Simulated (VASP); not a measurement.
Set up this calculation in VASP 6.6.1, as the native input.

```yaml
Task: single point
Functional: PBE
Potentials_or_basis: VASP PAW PBE potentials, release 64 (In_d, P)
Cutoff: 520 eV
k_mesh: 11 × 11 × 11
Occupations: fermi-dirac, width 0.03 eV
Spin: no spin polarisation
Dipole_correction: no
Further_INCAR_settings: ALGO = Normal; EDIFF = 1e-07; NBANDS = 16
```

The structure of InP lies in POSCAR:

```
InP
1.0
    0.0000000000      2.8264500000      2.8550000000
    2.8264500000      0.0000000000      2.8550000000
    2.8264500000      2.8264500000      0.0000000000
In P
1 1
Direct
    0.0000000000      0.0000000000      0.0000000000
    0.5000000000      0.5000000000      0.5000000000
```

This cell differs from its parent crystal: equal xx and yy strain of -1 %.

These files were run (other wordings do the same):

INCAR

```
PREC     = Accurate       # precision mode
ENCUT    = 520            # plane-wave cutoff, eV
EDIFF    = 1E-7           # SCF threshold, eV
ISMEAR   = -1             # smearing method
SIGMA    = 0.03           # smearing width, eV
LREAL    = False          # projectors in reciprocal space
LASPH    = True           # aspherical terms in the spheres
NELM     = 80             # most SCF steps
ALGO     = Normal         # electronic algorithm
ISIF     = 2              # what is computed and relaxed
LWAVE    = False          # write WAVECAR
LCHARG   = True           # write CHGCAR
GGA      = PE             # functional
LELF     = True           # ELF
LVHAR    = True         
NBANDS   = 16             # bands
```

KPOINTS

```
regular mesh
0
Gamma
  11 11 11
```

Potentials or basis: VASP PAW PBE potentials, release 64 (In_d, P).

The run is started by

```sh
$ cat potpaw_PBE.64/In_d/POTCAR potpaw_PBE.64/P/POTCAR > POTCAR
$ mpirun -np 1 vasp_std > vasp.out
```

Results of the run:

* Pressure: -4.4 GPa
* Band gap on the k mesh: zero (bands 9 and 10 overlap by 2.35 eV)

Caveat: the cell differs from its parent crystal (equal xx and yy strain of -1 %); the cell stands under tension; spin-orbit coupling is left out, which moves the levels of the heavy elements.

Wall time 2.2 min on 1 thread of Intel Xeon 8259CL, with other jobs on the host, peak memory 0.23 GiB.
